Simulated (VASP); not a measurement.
HfN, 2 atoms in the cell. It takes space group Fm-3m (No. 225, cubic). Conventional cell: a = 4.358 Å, b = 4.358 Å, c = 4.358 Å, α = 90.00°, β = 90.00°, γ = 90.00°. Within 2.9 Å of Hf (site symmetry m-3m) lie 6 N at 2.18 Å. Within 2.9 Å of N (site symmetry m-3m) lie 6 Hf at 2.18 Å.  This cell differs from its parent crystal: volume scaled by 0.88.

```yaml
Program: VASP 6.6.1
Task: single point
Functional: PBE
Potentials_or_basis: VASP PAW PBE potentials, release 64 (Hf_pv, N)
Cutoff: 520 eV
k_mesh: 16 × 16 × 16
Occupations: gaussian, width 0.1 eV
Spin: no spin polarisation
Dipole_correction: no
Further_INCAR_settings: ALGO = Normal; EDIFF = 1e-06; NBANDS = 14
```

Potentials or basis: VASP PAW PBE potentials, release 64 (Hf_pv, N).

Run with:

```console
$ cat potpaw_PBE.64/Hf_pv/POTCAR potpaw_PBE.64/N/POTCAR > POTCAR
$ mpirun -np 1 vasp_std > vasp.out
```

Hardware: 1 thread of AMD EPYC 9R14 (Zen 4) (shared host).

Question: Estimate the wall time of this run.

Answer: Wall time 26 s on 1 thread of AMD EPYC 9R14 (Zen 4), with other jobs on the host, peak memory 0.14 GiB. Counts: scf iterations 13, k points 145.
